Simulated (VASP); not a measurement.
The system is MnO.

```xyz
2
Lattice="0.0000 2.2239 2.2239 2.2239 0.0000 2.2239 2.2239 2.2239 0.0000" Properties=species:S:1:pos:R:3 pbc="T T T"
Mn    0.0000    0.0000    0.0000
O     2.2239    2.2239    2.2239
```

```yaml
Program: VASP 6.6.1
Task: relaxation of cell and atoms
Functional: LDA
Potentials_or_basis: VASP PAW LDA potentials, release 64 (Mn_pv, O)
Cutoff: 600 eV
k_mesh: 10 × 10 × 10
Occupations: fermi-dirac, width 0.05 eV
Spin: collinear spin, ferromagnetic start
Starting_moments: "[4.0, 0.0] μB"
```

At the start: pressure -18.0 GPa; volume 11.00 Å³/atom.

Problem. Where does the relaxation end?

Solution. Over 4 steps the energy falls by 110.3 meV/atom and the volume is 9.32 Å³/atom (-15.3 %); space group Fm-3m (No. 225, to 0.05 Å); moment 3.95 μB per cell.

The path:
```
step  energy change (eV)  largest force (eV/Å)  pressure (GPa)  volume (Å³)
   1              0.0000                0.0000          -17.97        22.00
   2             -0.2183                0.0000            2.21        18.30
   3             -0.2206                0.0000            0.53        18.56
   4             -0.2207                0.0000           -0.03        18.64
```

Final structure:
```
CELL_PARAMETERS angstrom
0.00000 2.10447 2.10447
2.10447 0.00000 2.10447
2.10447 2.10447 0.00000
ATOMIC_POSITIONS crystal
Mn 0.00000 0.00000 0.00000
O 0.50000 0.50000 0.50000
```

Caveat: the volume moved by over 15 % at a fixed basis, so the end points are rough; a cell with one magnetic atom can't hold antiferromagnetic order, which such compounds often take.
